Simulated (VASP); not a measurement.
# W (Im-3m) in VASP: a series of runs

W is run at these levels: PBE; tasks: single point, relaxation of cell and atoms.

Program: VASP 6.6.1. These are calculated values, not measurements. Logs are shortened: lines on timing, memory, paths and dates and some standing lists are left out, and cuts for length are marked.

## (1) The cell of the first run

The structure is cubic, space group Im-3m (No. 229). Conventional cell: a = 3.032 Å, b = 3.032 Å, c = 3.032 Å, α = 90.00°, β = 90.00°, γ = 90.00°. Within 3.5 Å of W (site symmetry m-3m) lie 14 W at 2.63 to 3.03 Å.

## (2) Single point, PBE

Contents of INCAR:

```
PREC = Accurate
ENCUT = 520
EDIFF = 1E-6
ISMEAR = 0
SIGMA = 0.1
LREAL = F
LASPH = T
NELM = 100
ALGO = Fast
ISIF = 2
LWAVE = F
LCHARG = F
GGA = PE
NBANDS = 13
```

Contents of KPOINTS:

```
Automatic mesh
0
Gamma
  20 20 20
```

Contents of POSCAR:

```
W
1.0
   -1.5161005166      1.5161005166      1.5161005166
    1.5161005166     -1.5161005166      1.5161005166
    1.5161005166      1.5161005166     -1.5161005166
W
1
Direct
    0.0000000000      0.0000000000      0.0000000000
```

Potentials or basis: VASP PAW PBE potentials, release 64 (W_sv).

On the command line:

```console
> cat potpaw_PBE.64/W_sv/POTCAR > POTCAR
> mpirun -np 1 vasp_std > vasp.out
```

OUTCAR:

```text
PREC = Accurate
   ENCUT = 520
   EDIFF = 1E-6
   ISMEAR = 0
   LREAL = F
   LASPH = T
   NELM = 100
   ISIF = 2
   GGA = PE

 ion  position               nearest neighbor table
   1  0.000  0.000  0.000-

  LATTYP: Found a body centered cubic cell.
 ALAT       =     3.0322010332

  Lattice vectors:

 A1 = (  -1.5161005166,   1.5161005166,   1.5161005166)
 A2 = (   1.5161005166,  -1.5161005166,   1.5161005166)
 A3 = (   1.5161005166,   1.5161005166,  -1.5161005166)

Analysis of symmetry for initial positions (statically):
=====================================================================
 Subroutine PRICEL returns:
 Original cell was already a primitive cell.

 Routine SETGRP: Setting up the symmetry group for a
 body centered cubic supercell.

 Subroutine GETGRP returns: Found 48 space group operations
 (whereof 48 operations were pure point group operations)
 out of a pool of 48 trial point group operations.

The static configuration has the point symmetry O_h .

Analysis of symmetry for dynamics (positions and initial velocities):
=====================================================================
 Subroutine PRICEL returns:
 Original cell was already a primitive cell.

 Routine SETGRP: Setting up the symmetry group for a
 body centered cubic supercell.

 Subroutine GETGRP returns: Found 48 space group operations
 (whereof 48 operations were pure point group operations)
 out of a pool of 48 trial point group operations.

The dynamic configuration has the point symmetry O_h .

 Subroutine INISYM returns: Found 48 space group operations
 (whereof 48 operations are pure point group operations),
 and found     1 'primitive' translations

----------------------------------------------------------------------------------------

                                     Primitive cell

  volume of cell :      13.9394

  direct lattice vectors                    reciprocal lattice vectors
    -1.516100517  1.516100517  1.516100517     0.000000000  0.329793437  0.329793437
     1.516100517 -1.516100517  1.516100517     0.329793437  0.000000000  0.329793437
     1.516100517  1.516100517 -1.516100517     0.329793437  0.329793437  0.000000000

  length of vectors
     2.625963124  2.625963124  2.625963124     0.466398351  0.466398351  0.466398351

  position of ions in fractional coordinates (direct lattice)
     0.000000000  0.000000000  0.000000000

  ion indices of the primitive-cell ions
   primitive index   ion index
                 1           1

----------------------------------------------------------------------------------------

 KPOINTS: Automatic mesh

Automatic generation of k-mesh.
 Grid dimensions read from file:
 generate k-points for:   20   20   20

 Generating k-lattice:

  Cartesian coordinates                     Fractional coordinates (reciprocal lattice)
     0.000000000  0.016489672  0.016489672     0.050000000  0.000000000  0.000000000
     0.016489672  0.000000000  0.016489672     0.000000000  0.050000000  0.000000000
     0.016489672  0.016489672  0.000000000     0.000000000  0.000000000  0.050000000

  Length of vectors
     0.023319918  0.023319918  0.023319918

  Shift w.r.t. Gamma in fractional coordinates (k-lattice)
     0.000000000  0.000000000  0.000000000

 Subroutine IBZKPT returns following result:
 ===========================================

 Found    256 irreducible k-points:

 Following reciprocal coordinates:
            Coordinates               Weight
  0.000000  0.000000  0.000000      1.000000
  0.050000  0.000000  0.000000     12.000000
  0.100000  0.000000  0.000000     12.000000
  0.150000  0.000000  0.000000     12.000000
  0.200000  0.000000  0.000000     12.000000
  0.250000  0.000000  0.000000     12.000000
[... 16 lines left out ...]
  0.200000  0.100000  0.000000     48.000000
  0.250000  0.100000  0.000000     48.000000
 [... further k-points ...]
   k-points           NKPTS =    256   k-points in BZ     NKDIM =    256   number of bands    NBANDS=     13
   number of dos      NEDOS =    301   number of ions     NIONS =      1
   total plane-waves  NPLWV =   8000
   dimension x,y,z NGX =    20 NGY =   20 NGZ =   20
   dimension x,y,z NGXF=    40 NGYF=   40 NGZF=   40
   ions per type =               1
   NGX,Y,Z   is equivalent  to a cutoff of  12.66, 12.66, 12.66 a.u.
   NGXF,Y,Z  is equivalent  to a cutoff of  25.32, 25.32, 25.32 a.u.
 SYSTEM =  unknown system
   PREC   = accura    normal or accurate (medium, high low for compatibility)
   ISTART =      0    job   : 0-new  1-cont  2-samecut
   ICHARG =      2    charge: 1-file 2-atom 10-const
   ISPIN  =      1    spin polarized calculation?
   LNONCOLLINEAR =      F non collinear calculations
   LSORBIT =      F    spin-orbit coupling
   LASPH  =      T    aspherical Exc in radial PAW
   ENCUT  =  520.0 eV  38.22 Ry    6.18 a.u.   4.88  4.88  4.88*2*pi/ulx,y,z
   NELM   =    100;   NELMIN=  2; NELMDL= -5     # of ELM steps
   EDIFF  = 0.1E-05   stopping-criterion for ELM
   LREAL  =      F    real-space projection
   EDIFFG = 0.1E-04   stopping-criterion for IOM
   NSW    =      0    number of steps for IOM
   IBRION =     -1    ionic relax: 0-MD 1-quasi-New 2-CG
   NFREE  =      0    steps in history (QN), initial steepest desc. (CG)
   ISIF   =      2    stress and relaxation
   ISYM   =      2    0-nonsym 1-usesym 2-fastsym
   POTIM  = 0.5000    time-step for ionic-motion
   TEBEG  =    0.0;   TEEND  =   0.0 temperature during run
   PSTRESS=    0.0 pullay stress
   NELECT =      14.0000    total number of electrons
   NUPDOWN=      -1.0000    fix difference up-down
   EMIN   =  10.00;   EMAX   =-10.00  energy-range for DOS
   EFERMI =   0.00;   METHOD = LEGACY
   ISMEAR =     0;   SIGMA  =   0.10  broadening in eV -4-tet -1-fermi 0-gaus
   EFERMI_NEDOS =   21; number of points for ismear=-14 and -15
   IALGO  =     68    algorithm
   IMIX   =      4    mixing-type and parameters
     AMIX     =   0.40;   BMIX     =  1.00
     AMIX_MAG =   1.60;   BMIX_MAG =  1.00
  volume/ion in A,a.u.               =      13.94        94.07
  Fermi-wavevector in a.u.,A,eV,Ry     =   1.639468  3.098145 36.570476  2.687854
  Thomas-Fermi vector in A             =   2.730268
   LORBIT       =      0    0 simple, 1 ext, 2 COOP (PROOUT), +10 PAW based schemes
   GGA     = PE    functional components
   LHFCALC =     F    Hartree Fock is set to
   AEXX    =    0.0000 exact exchange contribution
   IVDW    =     0    specifies the selected vdW correction
   LEPSILON=     F    determine dielectric tensor
   LRPA    =     F    only Hartree local field effects (RPA)
 non-spin polarized calculation
 RMM-DIIS sequential band-by-band and
 Gauss-broadening in eV      SIGMA  =   0.10
  energy-cutoff  :      520.00
  volume of cell :       13.94
 maximum number of plane-waves:       386
   NGX =  9   NGY =  9   NGZ =  9

 number of electron      14.0000003 magnetization

 Free energy of the ion-electron system (eV)
  ---------------------------------------------------
  ext. energy  EPLUGINS =         0.00000000
  ---------------------------------------------------
  free energy    TOTEN  =       -12.58257504 eV

  energy without entropy =      -12.58048014  energy(sigma->0) =      -12.58152759

 E-fermi :  13.5234     XC(G=0): -14.3853

 val. band max:       13.5204426104   @ k =  -0.4500   0.4500   0.2000
 cond. band min:      13.5434496025   @ k =  -0.2000   0.2000   0.1000
 fundamental gap:      0.0230069922
 Fermi energy:        13.5233664069

 k-point     1 :       0.0000    0.0000    0.0000
  band No.  band energies     occupation
      1     -60.6530      2.00000
      2     -23.9691      2.00000
      3     -23.9691      2.00000
      4     -23.9691      2.00000
      5       3.0784      2.00000
      6      11.9255      2.00000
      7      11.9255      2.00000
      8      11.9255      2.00000
      9      15.9642      0.00000
     10      15.9642      0.00000
     11      28.1881      0.00000
     12      28.1881      0.00000
     13      28.1881      0.00000

 k-point     2 :       0.0500    0.0000    0.0000
  band No.  band energies     occupation
      1     -60.6473      2.00000
      2     -24.0223      2.00000
      3     -23.9851      2.00000
      4     -23.9695      2.00000
      5       3.2221      2.00000
      6      11.8343      2.00000
      7      11.9056      2.00000
      8      12.0646      2.00000
      9      15.8062      0.00000
     10      15.9624      0.00000
     11      28.3191      0.00000
     12      28.4274      0.00000
     13      28.5781      0.00000

 k-point     3 :       0.1000    0.0000    0.0000
  band No.  band energies     occupation
      1     -60.6308      2.00000
      2     -24.1748      2.00000
      3     -24.0311      2.00000
      4     -23.9708      2.00000
      5       3.6368      2.00000
      6      11.5798      2.00000
      7      11.8234      2.00000
      8      12.4781      2.00000
      9      15.4550      0.00000
     10      15.9643      0.00000
     11      28.6711      0.00000
     12      29.1256      0.00000
     13      29.6143      0.00000

 k-point     4 :       0.1500    0.0000    0.0000
  band No.  band energies     occupation
      1     -60.6050      2.00000
      2     -24.4068      2.00000
      3     -24.1021      2.00000
      4     -23.9729      2.00000
      5       4.2708      2.00000
      6      11.2098      2.00000
      7      11.6397      2.00000
      8      13.1544      2.00000
      9      15.1611      0.00000
     10      15.9881      0.00000
     11      29.0972      0.00000
     12      30.2322      0.00000
     13      30.9416      0.00000

 k-point     5 :       0.2000    0.0000    0.0000
  band No.  band energies     occupation
      1     -60.5724      2.00000
      2     -24.6906      2.00000
      3     -24.1904      2.00000
      4     -23.9754      2.00000
      5       5.0269      2.00000
      6      10.7817      2.00000
      7      11.3941      2.00000
      8      14.0740      0.00000
      9      15.0933      0.00000
     10      16.0547      0.00000
     11      29.2876      0.00000
     12      31.6847      0.00000
     13      31.9214      0.00000

 k-point     6 :       0.2500    0.0000    0.0000
  band No.  band energies     occupation
      1     -60.5361      2.00000
      2     -24.9947      2.00000
      3     -24.2867      2.00000
      4     -23.9784      2.00000
      5       5.7438      2.00000
      6      10.3473      2.00000
      7      11.2777      2.00000
      8      15.2072      0.00000
      9      15.2511      0.00000
     10      16.1797      0.00000
     11      28.8981      0.00000
     12      31.7330      0.00000
     13      33.4229      0.00000

 k-point     7 :       0.3000    0.0000    0.0000
  band No.  band energies     occupation
      1     -60.4996      2.00000
      2     -25.2890      2.00000
      3     -24.3816      2.00000
      4     -23.9814      2.00000
      5       6.2223      2.00000
      6       9.9471      2.00000
      7      11.5386      2.00000
      8      15.5415      0.00000
      9      16.3660      0.00000
     10      16.5092      0.00000
     11      28.0042      0.00000
     12      30.5825      0.00000
     13      35.3909      0.00000
[... 193 lines left out ...]
 k-point    20 :       0.4500    0.0500    0.0000
  band No.  band energies     occupation
      1     -60.4175      2.00000
      2     -25.8899      2.00000
      3     -24.5993      2.00000
      4     -24.0085      2.00000
      5       6.3451      2.00000
      6       9.1940      2.00000
      7      14.2151      0.00000
      8      15.9263      0.00000
      9      17.2642      0.00000
     10      20.8321      0.00000
     11      25.4786      0.00000
     12      26.6832      0.00000
     13      32.2170      0.00000

 k-point    21 :       0.1000    0.1000    0.0000
  band No.  band energies     occupation
      1     -60.5905      2.00000
      2     -24.5294      2.00000
      3     -24.1021      2.00000
      4     -24.0196      2.00000
      5       4.6370      2.00000
      6      11.1603      2.00000
      7      11.3003      2.00000
      8      13.6638      0.04707
      9      14.8666      0.00000
     10      16.1989      0.00000
     11      29.4222      0.00000
     12      30.7095      0.00000
     13      31.4295      0.00000

 k-point    22 :       0.1500    0.1000    0.0000
  band No.  band energies     occupation
      1     -60.5595      2.00000
      2     -24.7814      2.00000
      3     -24.1885      2.00000
      4     -24.0353      2.00000
      5       5.3788      2.00000
      6      10.7845      2.00000
      7      11.0052      2.00000
      8      14.6200      0.00000
      9      14.7585      0.00000
     10      16.3904      0.00000
     11      29.8578      0.00000
     12      31.0822      0.00000
     13      32.3898      0.00000

 k-point    23 :       0.2000    0.1000    0.0000
  band No.  band energies     occupation
      1     -60.5249      2.00000
      2     -25.0487      2.00000
      3     -24.2960      2.00000
      4     -24.0438      2.00000
      5       6.1092      2.00000
      6      10.3636      2.00000
      7      10.8590      2.00000
      8      14.8231      0.00000
      9      15.8373      0.00000
     10      16.5861      0.00000
     11      29.3639      0.00000
     12      31.2971      0.00000
     13      33.0884      0.00000

 k-point    24 :       0.2500    0.1000    0.0000
  band No.  band energies     occupation
      1     -60.4902      2.00000
      2     -25.3066      2.00000
      3     -24.4061      2.00000
      4     -24.0498      2.00000
      5       6.6201      2.00000
      6       9.9859      2.00000
      7      11.0437      2.00000
      8      15.1029      0.00000
      9      16.7620      0.00000
     10      17.1839      0.00000
     11      28.3128      0.00000
     12      30.6592      0.00000
     13      34.2873      0.00000

 [... further k-points ...]
[... 5 lines left out ...]
  --------------------------------------------------------------------------------------
  -------------------------------------------------------------------------------------
  Total        5.3426758      5.3426758      5.3426758      0.0000000     -0.0000000      0.0000000
  in kB      614.0806711    614.0806711    614.0806711      0.0000000     -0.0000000      0.0000000
  external PRESSURE =     614.0806711 kB  Pullay stress =       0.0000000 kB

 VOLUME and BASIS-vectors are now :
 -----------------------------------------------------------------------------
  energy-cutoff  :      520.00
  volume of cell :       13.94
      direct lattice vectors                 reciprocal lattice vectors
    -1.516100517  1.516100517  1.516100517     0.000000000  0.329793437  0.329793437
     1.516100517 -1.516100517  1.516100517     0.329793437  0.000000000  0.329793437
     1.516100517  1.516100517 -1.516100517     0.329793437  0.329793437  0.000000000

 POSITION                                       TOTAL-FORCE (eV/Angst)
 -----------------------------------------------------------------------------------
      0.00000      0.00000      0.00000        -0.000000      0.000000     -0.000000
 -----------------------------------------------------------------------------------
    total drift:                                0.000000     -0.000000      0.000000

  FREE ENERGIE OF THE ION-ELECTRON SYSTEM (eV)
  ---------------------------------------------------
  free  energy   TOTEN  =       -12.5825750418 eV

  energy  without entropy=      -12.5804801443  energy(sigma->0) =      -12.58152759
```

It took 43 s on 1 thread of AMD EPYC 7R13 (Zen 3), shared host; peak memory 0.12 GiB.

Results:

- Free energy: -12.5826 eV
- Pressure: 61.4 GPa
- Band gap on the k mesh: zero (band 7 reaches 19.56 eV, above the bottom of band 8 at 11.93 eV)

Caveat: spin-orbit coupling is left out, which moves the levels of the heavy elements.

## (3) Relaxation of cell and atoms, PBE, target pressure 30 GPa, at which the enthalpy is minimised

This run uses another cell than the first one, of 14.84 Å³/atom, 1.064 times its volume.

Contents of INCAR:

```
SYSTEM = W
PREC = Accurate
ENCUT = 600
EDIFF = 1E-7
ISMEAR = 0
SIGMA = 0.1
LREAL = .False.
LASPH = .True.
NELM = 100
ALGO = Fast
ISIF = 3
LWAVE = .False.
LCHARG = .False.
GGA = PE
IBRION = 2
NSW = 70
EDIFFG = -0.008
PSTRESS = 300.0
```

Contents of KPOINTS:

```
Automatic mesh
0
Gamma
  18 18 18
  0 0 0
```

Contents of POSCAR:

```
W
1.0
   -1.5479693791      1.5479693791      1.5479693791
    1.5479693791     -1.5479693791      1.5479693791
    1.5479693791      1.5479693791     -1.5479693791
W
1
Direct
    0.0000000000      0.0000000000      0.0000000000
```

Potentials or basis: VASP PAW PBE potentials, release 64 (W_sv).

On the command line:

```console
> cat potpaw_PBE.64/W_sv/POTCAR > POTCAR
> mpirun -np 1 vasp_std > vasp.out
```

Run time: 1.9 min. Hardware: 1 thread of AMD EPYC 7R13 (Zen 3), shared host; peak memory 0.14 GiB.

It converged, with:

* Free energy: -12.8402 eV
* Relaxed volume: 14.89 Å³/atom
* Relaxed cell: a = 2.684 Å, b = 2.684 Å, c = 2.684 Å, α = 109.47°, β = 109.47°, γ = 109.47°
* Space group after relaxing (to 0.05 Å): Im-3m (No. 229)
* Energy change on relaxing (the enthalpy is what falls): -9.9 meV/atom
* Ionic steps: 3
* Pressure after relaxing: 30.0 GPa
* Band gap on the k mesh: zero (band 7 reaches 18.01 eV, above the bottom of band 8 at 11.03 eV)

Step by step:
```tsv
step	energy change (eV)	largest force (eV/Å)	pressure (GPa)	volume (Å³)
1	0.0000	0.0000	31.50	14.84
2	-0.0511	0.0000	23.13	15.14
3	-0.0099	0.0000	29.99	14.89
```

Final structure:
```
W
1.0
    -1.54976    1.54976    1.54976
     1.54976   -1.54976    1.54976
     1.54976    1.54976   -1.54976
W
1
Direct
  0.00000 0.00000 0.00000
```

Levels at points of the mesh, in eV from the Fermi level:
```
           k point  band 5  band 6  band 7  band 8  band 9  band 10
(0.00, 0.00, 0.00)   -9.97   -1.33   -1.33   -1.33    2.42     2.42
(0.50, 0.00, 0.00)   -6.69   -3.88    0.93    2.36    3.42     6.74
(0.50, 0.50, 0.50)   -6.35   -6.35    5.65    5.65    5.65     8.79
```

Caveat: the cell is relaxed towards a set pressure, so the enthalpy falls and the energy may rise; spin-orbit coupling is left out, which moves the levels of the heavy elements.

[end of part 1 of 2]
